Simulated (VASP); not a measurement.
# Cd (R-3m) in VASP: notebook, part 2 of 2

VASP 6.6.1. The steps go on from the part before.

**6. Single point, PBE (strain along c alone, the other axes held: -2.0 %)**

Contents of INCAR:

```
PREC = Accurate
ENCUT = 520
EDIFF = 1E-6
ISMEAR = 0
SIGMA = 0.1
LREAL = F
LASPH = T
NELM = 60
ALGO = Fast
ISIF = 2
LWAVE = F
LCHARG = F
GGA = PE
NBANDS = 25
```

Contents of KPOINTS:

```
regular mesh
0
Gamma
  15 15 6
```

Contents of POSCAR:

```
Cd
1.0
    3.3247709869      0.0000000000      0.0000000000
   -1.6623854934      2.8793361364      0.0000000000
    0.0000000000      0.0000000000      7.0818757738
Cd
3
Direct
    0.0000000000      0.0000000000      0.0000000000
    0.6666666667      0.3333333333      0.3333333333
    0.3333333333      0.6666666667      0.6666666667
```

Potentials or basis: VASP PAW PBE potentials, release 64 (Cd).

Launch:

```bash
$ cat potpaw_PBE.64/Cd/POTCAR > POTCAR
$ mpirun -np 1 vasp_std > vasp.out
```

OUTCAR:

```text
PREC = Accurate
   ENCUT = 520
   EDIFF = 1E-6
   ISMEAR = 0
   LREAL = F
   LASPH = T
   NELM = 60
   ISIF = 2
   GGA = PE

 ion  position               nearest neighbor table
   1  0.000  0.000  0.000-   2 3.04   3 3.04   3 3.04   2 3.04   2 3.04   3 3.04
   2  0.667  0.333  0.333-   1 3.04   1 3.04   1 3.04   3 3.04   3 3.04   3 3.04
   3  0.333  0.667  0.667-   1 3.04   1 3.04   1 3.04   2 3.04   2 3.04   2 3.04

  LATTYP: Found a hexagonal cell.
 ALAT       =     3.3247709869
 C/A-ratio  =     2.1300341593

  Lattice vectors:

 A1 = (   3.3247709869,   0.0000000000,   0.0000000000)
 A2 = (  -1.6623854934,   2.8793361364,   0.0000000000)
 A3 = (   0.0000000000,   0.0000000000,   7.0818757738)

Analysis of symmetry for initial positions (statically):
=====================================================================
 Subroutine PRICEL returns following result:

  LATTYP: Found a trigonal (rhomboedric) cell.
 ALAT       =     3.0425733048
 COS(alpha) =     0.4029490749

  Lattice vectors:

 A1 = (  -1.6623854931,  -0.9597787123,  -2.3606252584)
 A2 = (  -0.0000000001,   1.9195574244,  -2.3606252577)
 A3 = (   1.6623854933,  -0.9597787120,  -2.3606252577)

   3 primitive cells build up your supercell.

 Routine SETGRP: Setting up the symmetry group for a
 hexagonal supercell.

 Subroutine GETGRP returns: Found 12 space group operations
 (whereof 12 operations were pure point group operations)
 out of a pool of 24 trial point group operations.

The static configuration has the point symmetry D_3d.

Analysis of symmetry for dynamics (positions and initial velocities):
[... 130 lines left out ...]
   PSTRESS=    0.0 pullay stress
   NELECT =      36.0000    total number of electrons
   NUPDOWN=      -1.0000    fix difference up-down
   EMIN   =  10.00;   EMAX   =-10.00  energy-range for DOS
   EFERMI =   0.00;   METHOD = LEGACY
   ISMEAR =     0;   SIGMA  =   0.10  broadening in eV -4-tet -1-fermi 0-gaus
   EFERMI_NEDOS =   21; number of points for ismear=-14 and -15
   IALGO  =     68    algorithm
   IMIX   =      4    mixing-type and parameters
     AMIX     =   0.40;   BMIX     =  1.00
     AMIX_MAG =   1.60;   BMIX_MAG =  1.00
  volume/ion in A,a.u.               =      22.60       152.50
  Fermi-wavevector in a.u.,A,eV,Ry     =   1.325689  2.505188 23.911563  1.757450
  Thomas-Fermi vector in A             =   2.455131
   LORBIT       =      0    0 simple, 1 ext, 2 COOP (PROOUT), +10 PAW based schemes
   GGA     = PE    functional components
   LHFCALC =     F    Hartree Fock is set to
   AEXX    =    0.0000 exact exchange contribution
   IVDW    =     0    specifies the selected vdW correction
   LEPSILON=     F    determine dielectric tensor
   LRPA    =     F    only Hartree local field effects (RPA)
 non-spin polarized calculation
 RMM-DIIS sequential band-by-band and
 Gauss-broadening in eV      SIGMA  =   0.10
  energy-cutoff  :      520.00
  volume of cell :       67.80
 maximum number of plane-waves:      1844
 NGX is ok and might be reduce to    28
   NGX = 13   NGY = 13   NGZ = 27

 number of electron      36.0000011 magnetization

 Free energy of the ion-electron system (eV)
  ---------------------------------------------------
  ext. energy  EPLUGINS =         0.00000000
  ---------------------------------------------------
  free energy    TOTEN  =        -2.21708104 eV

  energy without entropy =       -2.21357148  energy(sigma->0) =       -2.21532626

 E-fermi :   2.5350     XC(G=0): -10.7925

 val. band max:        2.5259319900   @ k =  -0.1333   0.4667   0.3333
 cond. band min:       2.5534666619   @ k =   0.3333   0.2000   0.5000
 fundamental gap:      0.0275346719
 Fermi energy:         2.5349992332

 k-point     1 :       0.0000    0.0000    0.0000
  band No.  band energies     occupation
      1      -6.7464      2.00000
      2      -6.7464      2.00000
      3      -6.6866      2.00000
      4      -6.6866      2.00000
      5      -6.4191      2.00000
      6      -6.4191      2.00000
[... 661 lines left out ...]
     24       7.6969      0.00000
     25      11.7413      0.00000

 [... further k-points ...]

------------------------ aborting loop because EDIFF is reached ----------------------------------------

  FORCE on cell =-STRESS in cart. coord.  units (eV):
  Direction    XX          YY          ZZ          XY          YZ          ZX
  --------------------------------------------------------------------------------------
  -------------------------------------------------------------------------------------
  Total        0.2712061      0.2712061      1.1614179      0.0000000      0.0000000      0.0000000
  in kB        6.4092564      6.4092564     27.4471140      0.0000000      0.0000000      0.0000000
  external PRESSURE =      13.4218756 kB  Pullay stress =       0.0000000 kB

 VOLUME and BASIS-vectors are now :
 -----------------------------------------------------------------------------
  energy-cutoff  :      520.00
  volume of cell :       67.80
      direct lattice vectors                 reciprocal lattice vectors
     3.324770987  0.000000000  0.000000000     0.300772596  0.173651139  0.000000000
    -1.662385493  2.879336136  0.000000000     0.000000000  0.347302278  0.000000000
     0.000000000  0.000000000  7.081875774     0.000000000  0.000000000  0.141205527

 POSITION                                       TOTAL-FORCE (eV/Angst)
 -----------------------------------------------------------------------------------
      0.00000      0.00000      0.00000        -0.000000      0.000000     -0.000000
      1.66239      0.95978      2.36063        -0.000000     -0.000000      0.000000
     -0.00000      1.91956      4.72125         0.000000      0.000000     -0.000000
 -----------------------------------------------------------------------------------
    total drift:                               -0.000000      0.000000      0.000000

  FREE ENERGIE OF THE ION-ELECTRON SYSTEM (eV)
  ---------------------------------------------------
  free  energy   TOTEN  =        -2.2170810391 eV

  energy  without entropy=       -2.2135714813  energy(sigma->0) =       -2.21532626
```

Run time: 2.8 min. Hardware: 1 thread of Intel Xeon Platinum 8259CL at 2.50GHz (Skylake/Cascade Lake), shared host; peak memory 0.32 GiB.

Results:

```
Free energy            : -2.2171 eV
Pressure               : 1.3 GPa
Band gap on the k mesh : zero (band 18 reaches 4.12 eV, above the bottom of band 19 at 0.76 eV)
```

Stress tensor (GPa, compression positive):
```
0.64 0.00 0.00
0.00 0.64 0.00
0.00 0.00 2.74
```

Levels at points of the mesh, in eV from the Fermi level:
```tsv
k point	band 16	band 17	band 18	band 19	band 20	band 21
(0.00, 0.00, 0.00)	-8.39	-4.93	-4.93	5.58	5.58	10.87
(0.00, 0.00, 0.50)	-7.63	-7.63	-1.30	0.46	10.35	10.35
```

Caveat: the cell differs from its parent crystal (strain along c alone, the other axes held: -2.0 %).

**7. Summary**

```csv
cell,k mesh,gap on the mesh (eV),pressure (GPa)
"a = 3.074 Å, angles 63.1°, 1 atom",9 × 9 × 9,none,2.6
"a = 3.325, b = 3.325, c = 7.515 Å, angles 90.0, 90.0, 120.0°, 3 atoms",15 × 15 × 6,none,-1.6
"a = 3.325, b = 3.325, c = 6.793 Å, angles 90.0, 90.0, 120.0°, 3 atoms",15 × 15 × 6,none,4.5
"a = 3.325, b = 3.325, c = 6.937 Å, angles 90.0, 90.0, 120.0°, 3 atoms",15 × 15 × 6,none,2.8
"a = 3.325, b = 3.325, c = 7.082 Å, angles 90.0, 90.0, 120.0°, 3 atoms",15 × 15 × 6,none,1.3
```

Alike in all rows: task single point; level PBE; potentials or basis VASP PAW PBE potentials, release 64 (Cd); no spin polarisation; cutoff (eV) 520; smearing gaussian 0.1 eV.

Absolute energies hang on the potentials; compare differences alone.
